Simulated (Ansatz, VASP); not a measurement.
# SnSe in VASP and in Ansatz

```
CELL_PARAMETERS angstrom
4.18990 0.00000 0.00000
0.00000 4.18990 0.00000
0.00000 0.00000 11.30901
ATOMIC_POSITIONS crystal
Sn 0.50000 0.00000 0.37816
Sn 0.00000 0.50000 0.62184
Se 0.50000 0.00000 0.62178
Se 0.00000 0.50000 0.37822
```

Change from the starting cell: strain +0.000 along x and y, +0.030 along z, atoms carried along.

Alike in both runs: task single point; functional LDA; k mesh 6 × 6 × 4; occupations gaussian, width 0.05 eV; no spin polarisation.

|  | VASP | Ansatz |
| --- | --- | --- |
| version | VASP 6.6.1 | Ansatz 0.2.0 |
| potentials or method | VASP PAW LDA potentials, release 64 (Sn_d, Se), cutoff 520 eV | scalar-relativistic, plane waves, PAW |
| valence electrons in the cell | 40 | 60 |

|  | VASP | Ansatz | Ansatz less VASP |
| --- | --- | --- | --- |
| gap on the k mesh at the Fermi level (eV) | 1.41 | 1.42 | +0.013 |
| least direct gap on the mesh (eV) | 1.43 | 1.43 | -0.001 |
| rms of the force components (eV/Å) | 0.186 | 0.197 | +0.0105 |

LDA's correlation is that of Perdew and Zunger in VASP and of Perdew and Wang (1992) in Ansatz. Atom by atom the forces differ by 0.011 eV/Å (rms over components). VASP's potentials hold 40 valence electrons a cell and Ansatz's 60, so a difference there can come from the potentials and not from the codes.
